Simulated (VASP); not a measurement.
Wanted: the native input for a VASP 6.6.1 run.

| Property | Result |
| --- | --- |
| Task | single point |
| Functional | PBEsol |
| Potentials or basis | VASP PAW PBE potentials, release 64 (Sc_sv) |
| Cutoff | 520 eV |
| k mesh | 9 × 9 × 5 |
| Occupations | fermi-dirac, width 0.05 eV |
| Spin | no spin polarisation |
| Dipole correction | no |
| Further INCAR settings | ALGO = Normal; EDIFF = 1e-06; NBANDS = 18 |

The structure of Sc lies in POSCAR:

```
Sc
1.0
    3.2642783016      0.0000000000      0.0000000000
   -1.6321391508      2.8269479342      0.0000000000
    0.0000000000      0.0000000000      5.2020304526
Sc
2
Direct
    0.6666666667      0.3333333333      0.7500000000
    0.3333333333      0.6666666667      0.2500000000
```

This cell differs from its parent crystal: volume scaled by 0.96.

These files were run (other wordings do the same):

INCAR

```
PREC = Accurate ; ENCUT = 520
EDIFF = 1E-6 ; ISMEAR = -1
SIGMA = 0.05 ; LREAL = False
LASPH = True ; NELM = 100
ALGO = Normal ; ISIF = 2
LWAVE = False ; LCHARG = False
GGA = PS ; NBANDS = 18
```

KPOINTS

```
regular mesh
0
Gamma
  9 9 5
```

Potentials or basis: VASP PAW PBE potentials, release 64 (Sc_sv).

Command:

```console
$ cat potpaw_PBE.64/Sc_sv/POTCAR > POTCAR
$ mpirun -np 1 vasp_std > vasp.out
```

Results of the run:

```
Pressure               : -0.7 GPa
Band gap on the k mesh : zero (band 11 reaches 4.42 eV, above the bottom of band 12 at 3.22 eV)
```

Caveat: the PAW data sets were made with another functional, which shifts forces and pressure a little.

It took 58 s on 1 thread of AMD EPYC 7R13 (shared host), peak memory 0.14 GiB.
